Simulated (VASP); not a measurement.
# BeCd3S4 (P4/mmm) in VASP: single point with PBE

Aim: the single point of BeCd3S4 with PBE.

Program: VASP 6.6.1. These are calculated values, not measurements. Logs are shortened: lines on timing, memory, paths and dates and some standing lists are left out, and cuts for length are marked.

### 1 The cell of the first run

It takes space group P4/mmm (No. 123, tetragonal). Conventional cell: a = 6.260 Å, b = 6.260 Å, c = 8.809 Å, α = 90.00°, β = 90.00°, γ = 90.00°. Within 3.1 Å of Be (site symmetry 4/mmm) lie 2 Cd at 2.34 Å. Cd (site symmetry 4mm) has 1 Be at 2.34 Å and 4 S at 2.79 Å within 3.1 Å. Cd (site symmetry 4/mmm) has 4 S at 2.55 Å within 3.4 Å. Within 3.4 Å of S (site symmetry m2m) lie 3 Cd at 2.55 to 2.79 Å and 2 S at 2.65 Å.

The cell was built from a structure type or drawn by symmetry, and may not be a known phase.

### 2 Single point, PBE

INCAR reads:

```
SYSTEM = BeCd3S4
PREC = Accurate ; ENCUT = 600
EDIFF = 1E-6 ; ISMEAR = 0
SIGMA = 0.15 ; LREAL = .False.
LASPH = .True. ; NELM = 120
ALGO = Normal ; ISIF = 2
LWAVE = .False. ; LCHARG = .False.
GGA = PE ; NBANDS = 41
GGA_COMPAT = .False.
```

KPOINTS reads:

```
Automatic mesh
0
Gamma
  3 3 2
  0 0 0
```

POSCAR reads:

```
BeCd3S4
1.0
    6.2599051328      0.0000000000      0.0000000000
    0.0000000000      6.2599051328      0.0000000000
    0.0000000000      0.0000000000      8.8091038833
Be Cd S
1 3 4
Direct
    0.0000000000      0.0000000000      0.5000000000
    0.0000000000      0.0000000000      0.2348349413
    0.0000000000      0.0000000000      0.7651650587
    0.5000000000      0.5000000000      0.0000000000
    0.7880132391      0.7880132391      0.0000000000
    0.2119867609      0.2119867609      0.0000000000
    0.7880132391      0.2119867609      0.0000000000
    0.2119867609      0.7880132391      0.0000000000
```

Potentials or basis: VASP PAW PBE potentials, release 64 (Be, Cd, S).

Command:

```bash
> cat potpaw_PBE.64/Be/POTCAR potpaw_PBE.64/Cd/POTCAR potpaw_PBE.64/S/POTCAR > POTCAR
> mpirun -np 1 vasp_std > vasp.out
```

OUTCAR:

```text
SYSTEM = BeCd3S4
   PREC = Accurate
   ENCUT = 600
   EDIFF = 1E-6
   ISMEAR = 0
   LREAL = .False.
   LASPH = .True.
   NELM = 120
   ISIF = 2
   GGA = PE

 ion  position               nearest neighbor table
   1  0.000  0.000  0.500-   2 2.34   3 2.34
   2  0.000  0.000  0.235-   1 2.34   5 2.79   6 2.79   7 2.79   8 2.79
   3  0.000  0.000  0.765-   1 2.34   5 2.79   6 2.79   7 2.79   8 2.79
   4  0.500  0.500  0.000-   5 2.55   6 2.55   7 2.55   8 2.55
   5  0.788  0.788  0.000-   4 2.55   7 2.65   8 2.65   3 2.79   2 2.79
   6  0.212  0.212  0.000-   4 2.55   7 2.65   8 2.65   3 2.79   2 2.79
   7  0.788  0.212  0.000-   4 2.55   5 2.65   6 2.65   3 2.79   2 2.79
   8  0.212  0.788  0.000-   4 2.55   5 2.65   6 2.65   3 2.79   2 2.79

  LATTYP: Found a simple tetragonal cell.
 ALAT       =     6.2599051328
 C/A-ratio  =     1.4072264190

  Lattice vectors:

 A1 = (   6.2599051328,   0.0000000000,   0.0000000000)
 A2 = (   0.0000000000,   6.2599051328,   0.0000000000)
 A3 = (   0.0000000000,   0.0000000000,   8.8091038833)

Analysis of symmetry for initial positions (statically):
=====================================================================
 Subroutine PRICEL returns:
 Original cell was already a primitive cell.

 Routine SETGRP: Setting up the symmetry group for a
 simple tetragonal supercell.

 Subroutine GETGRP returns: Found 16 space group operations
 (whereof 16 operations were pure point group operations)
 out of a pool of 16 trial point group operations.

The static configuration has the point symmetry D_4h.

Analysis of symmetry for dynamics (positions and initial velocities):
=====================================================================
 Subroutine PRICEL returns:
 Original cell was already a primitive cell.

 Routine SETGRP: Setting up the symmetry group for a
 simple tetragonal supercell.

 Subroutine GETGRP returns: Found 16 space group operations
 (whereof 16 operations were pure point group operations)
 out of a pool of 16 trial point group operations.

The dynamic configuration has the point symmetry D_4h.

 Subroutine INISYM returns: Found 16 space group operations
 (whereof 16 operations are pure point group operations),
 and found     1 'primitive' translations

----------------------------------------------------------------------------------------

                                     Primitive cell

  volume of cell :     345.1972

  direct lattice vectors                    reciprocal lattice vectors
     6.259905133  0.000000000  0.000000000     0.159746830  0.000000000  0.000000000
     0.000000000  6.259905133  0.000000000     0.000000000  0.159746830  0.000000000
     0.000000000  0.000000000  8.809103883     0.000000000  0.000000000  0.113518925

  length of vectors
     6.259905133  6.259905133  8.809103883     0.159746830  0.159746830  0.113518925

  position of ions in fractional coordinates (direct lattice)
     0.000000000  0.000000000  0.500000000
     0.000000000  0.000000000  0.234834941
     0.000000000  0.000000000  0.765165059
     0.500000000  0.500000000  0.000000000
     0.788013239  0.788013239  0.000000000
     0.211986761  0.211986761  0.000000000
     0.788013239  0.211986761  0.000000000
     0.211986761  0.788013239  0.000000000

  ion indices of the primitive-cell ions
   primitive index   ion index
                 1           1
                 2           2
                 3           3
                 4           4
                 5           5
                 6           6
                 7           7
                 8           8

----------------------------------------------------------------------------------------

 KPOINTS: Automatic mesh

Automatic generation of k-mesh.
 Grid dimensions read from file:
 generate k-points for:    3    3    2

 Generating k-lattice:

  Cartesian coordinates                     Fractional coordinates (reciprocal lattice)
     0.053248943  0.000000000  0.000000000     0.333333333  0.000000000  0.000000000
     0.000000000  0.053248943  0.000000000     0.000000000  0.333333333  0.000000000
     0.000000000  0.000000000  0.056759462     0.000000000  0.000000000  0.500000000

  Length of vectors
     0.053248943  0.053248943  0.056759462

  Shift w.r.t. Gamma in fractional coordinates (k-lattice)
     0.000000000  0.000000000  0.000000000

 Subroutine IBZKPT returns following result:
 ===========================================

 Found      6 irreducible k-points:

 Following reciprocal coordinates:
            Coordinates               Weight
  0.000000  0.000000  0.000000      1.000000
  0.333333  0.000000  0.000000      4.000000
  0.333333  0.333333  0.000000      4.000000
  0.000000  0.000000  0.500000      1.000000
  0.333333  0.000000  0.500000      4.000000
  0.333333  0.333333  0.500000      4.000000
   k-points           NKPTS =      6   k-points in BZ     NKDIM =      6   number of bands    NBANDS=     41
   number of dos      NEDOS =    301   number of ions     NIONS =      8
   total plane-waves  NPLWV = 175000
   dimension x,y,z NGX =    50 NGY =   50 NGZ =   70
   dimension x,y,z NGXF=   100 NGYF=  100 NGZF=  140
   ions per type =               1   3   4
   NGX,Y,Z   is equivalent  to a cutoff of  13.28, 13.28, 13.21 a.u.
   NGXF,Y,Z  is equivalent  to a cutoff of  26.56, 26.56, 26.42 a.u.
 SYSTEM =  BeCd3S4
   PREC   = accura    normal or accurate (medium, high low for compatibility)
   ISTART =      0    job   : 0-new  1-cont  2-samecut
   ICHARG =      2    charge: 1-file 2-atom 10-const
   ISPIN  =      1    spin polarized calculation?
   LNONCOLLINEAR =      F non collinear calculations
   LSORBIT =      F    spin-orbit coupling
   LASPH  =      T    aspherical Exc in radial PAW
   ENCUT  =  600.0 eV  44.10 Ry    6.64 a.u.  12.50 12.50 17.59*2*pi/ulx,y,z
   NELM   =    120;   NELMIN=  2; NELMDL= -5     # of ELM steps
   EDIFF  = 0.1E-05   stopping-criterion for ELM
   LREAL  =      F    real-space projection
   EDIFFG = 0.1E-04   stopping-criterion for IOM
   NSW    =      0    number of steps for IOM
   IBRION =     -1    ionic relax: 0-MD 1-quasi-New 2-CG
   NFREE  =      0    steps in history (QN), initial steepest desc. (CG)
   ISIF   =      2    stress and relaxation
   ISYM   =      2    0-nonsym 1-usesym 2-fastsym
   POTIM  = 0.5000    time-step for ionic-motion
   TEBEG  =    0.0;   TEEND  =   0.0 temperature during run
   PSTRESS=    0.0 pullay stress
   NELECT =      62.0000    total number of electrons
   NUPDOWN=      -1.0000    fix difference up-down
   EMIN   =  10.00;   EMAX   =-10.00  energy-range for DOS
   EFERMI =   0.00;   METHOD = LEGACY
   ISMEAR =     0;   SIGMA  =   0.15  broadening in eV -4-tet -1-fermi 0-gaus
   EFERMI_NEDOS =   21; number of points for ismear=-14 and -15
   IALGO  =     38    algorithm
   IMIX   =      4    mixing-type and parameters
     AMIX     =   0.40;   BMIX     =  1.00
     AMIX_MAG =   1.60;   BMIX_MAG =  1.00
  volume/ion in A,a.u.               =      43.15       291.19
  Fermi-wavevector in a.u.,A,eV,Ry     =   0.923669  1.745481 11.608004  0.853164
  Thomas-Fermi vector in A             =   2.049331
   LORBIT       =      0    0 simple, 1 ext, 2 COOP (PROOUT), +10 PAW based schemes
   GGA     = PE    functional components
   LHFCALC =     F    Hartree Fock is set to
   AEXX    =    0.0000 exact exchange contribution
   IVDW    =     0    specifies the selected vdW correction
   LEPSILON=     F    determine dielectric tensor
   LRPA    =     F    only Hartree local field effects (RPA)
 non-spin polarized calculation
 Gauss-broadening in eV      SIGMA  =   0.15
  energy-cutoff  :      600.00
  volume of cell :      345.20
 maximum number of plane-waves:     11540
 NGX is ok and might be reduce to    50
   NGX = 25   NGY = 25   NGZ = 35

 number of electron      62.0000017 magnetization

 Free energy of the ion-electron system (eV)
  ---------------------------------------------------
  ext. energy  EPLUGINS =         0.00000000
  ---------------------------------------------------
  free energy    TOTEN  =       -18.69758780 eV

  energy without entropy =      -18.65993878  energy(sigma->0) =      -18.67876329

 E-fermi :  -0.8147     XC(G=0):  -6.0379

 val. band max:       -0.8150679028   @ k =   0.3333   0.0000   0.0000
 cond. band min:      -0.8143972106   @ k =   0.3333   0.0000   0.5000
 fundamental gap:      0.0006706922
 Fermi energy:        -0.8147338368

 k-point     1 :       0.0000    0.0000    0.0000
  band No.  band energies     occupation
      1     -14.6962      2.00000
      2     -13.0861      2.00000
      3     -13.0861      2.00000
      4     -12.0754      2.00000
      5      -9.4619      2.00000
      6      -9.1956      2.00000
[... 33 lines left out ...]
     40       4.7421      0.00000
     41       4.7630      0.00000

 k-point     2 :       0.3333    0.0000    0.0000
  band No.  band energies     occupation
      1     -14.5482      2.00000
      2     -13.3769      2.00000
      3     -13.1382      2.00000
      4     -11.9119      2.00000
      5      -9.3238      2.00000
      6      -9.2895      2.00000
[... 33 lines left out ...]
     40       4.0956      0.00000
     41       4.2890      0.00000

 k-point     3 :       0.3333    0.3333    0.0000
  band No.  band energies     occupation
      1     -14.4791      2.00000
      2     -13.3158      2.00000
      3     -13.1603      2.00000
      4     -12.1713      2.00000
      5      -9.5495      2.00000
      6      -9.1648      2.00000
[... 33 lines left out ...]
     40       4.2302      0.00000
     41       4.3685      0.00000

 k-point     4 :       0.0000    0.0000    0.5000
  band No.  band energies     occupation
      1     -14.6962      2.00000
      2     -13.0860      2.00000
      3     -13.0860      2.00000
      4     -12.0754      2.00000
      5      -9.4590      2.00000
      6      -9.1956      2.00000
[... 33 lines left out ...]
     40       3.7454      0.00000
     41       4.0176      0.00000

 k-point     5 :       0.3333    0.0000    0.5000
  band No.  band energies     occupation
      1     -14.5481      2.00000
      2     -13.3768      2.00000
      3     -13.1382      2.00000
      4     -11.9119      2.00000
      5      -9.3214      2.00000
      6      -9.2865      2.00000
[... 33 lines left out ...]
     40       3.7627      0.00000
     41       3.9832      0.00000

 k-point     6 :       0.3333    0.3333    0.5000
  band No.  band energies     occupation
      1     -14.4790      2.00000
      2     -13.3157      2.00000
      3     -13.1602      2.00000
      4     -12.1713      2.00000
      5      -9.5472      2.00000
      6      -9.1648      2.00000
[... 33 lines left out ...]
     40       3.4469      0.00000
     41       4.2195      0.00000

------------------------ aborting loop because EDIFF is reached ----------------------------------------

  FORCE on cell =-STRESS in cart. coord.  units (eV):
  Direction    XX          YY          ZZ          XY          YZ          ZX
  --------------------------------------------------------------------------------------
  -------------------------------------------------------------------------------------
  Total        0.4111714      0.4111714      0.3593438      0.0000000     -0.0000000      0.0000000
  in kB        1.9083861      1.9083861      1.6678366      0.0000000     -0.0000000      0.0000000
  external PRESSURE =       1.8282030 kB  Pullay stress =       0.0000000 kB

 VOLUME and BASIS-vectors are now :
 -----------------------------------------------------------------------------
  energy-cutoff  :      600.00
  volume of cell :      345.20
      direct lattice vectors                 reciprocal lattice vectors
     6.259905133  0.000000000  0.000000000     0.159746830  0.000000000  0.000000000
     0.000000000  6.259905133  0.000000000     0.000000000  0.159746830  0.000000000
     0.000000000  0.000000000  8.809103883     0.000000000  0.000000000  0.113518925

 POSITION                                       TOTAL-FORCE (eV/Angst)
 -----------------------------------------------------------------------------------
      0.00000      0.00000      4.40455         0.000000     -0.000000      0.000000
      0.00000      0.00000      2.06869        -0.000000     -0.000000      0.083873
      0.00000      0.00000      6.74042         0.000000     -0.000000     -0.083873
      3.12995      3.12995      0.00000         0.000000     -0.000000      0.000000
      4.93289      4.93289      0.00000        -0.030340     -0.030340      0.000000
      1.32702      1.32702      0.00000         0.030340      0.030340     -0.000000
      4.93289      1.32702      0.00000        -0.030340      0.030340     -0.000000
      1.32702      4.93289      0.00000         0.030340     -0.030340      0.000000
 -----------------------------------------------------------------------------------
    total drift:                                0.000000     -0.000000     -0.000000

  FREE ENERGIE OF THE ION-ELECTRON SYSTEM (eV)
  ---------------------------------------------------
  free  energy   TOTEN  =       -18.6975878011 eV

  energy  without entropy=      -18.6599387795  energy(sigma->0) =      -18.67876329
```

Run time: 2 min. Hardware: 1 thread of Intel Xeon Platinum 8488C (Sapphire Rapids), shared host; peak memory 0.47 GiB.

Results:

- Free energy: -18.6976 eV
- Pressure: 0.2 GPa
- Largest force: 0.084 eV/Å
- Band gap on the k mesh: zero (bands 31 and 32 overlap by 0.96 eV)

Forces on the atoms (eV/Å):
```
Be   0.000  0.000  0.000
Cd   0.000  0.000  0.084
Cd   0.000  0.000 -0.084
Cd   0.000  0.000  0.000
S   -0.030 -0.030  0.000
S    0.030  0.030  0.000
S   -0.030  0.030  0.000
S    0.030 -0.030  0.000
```
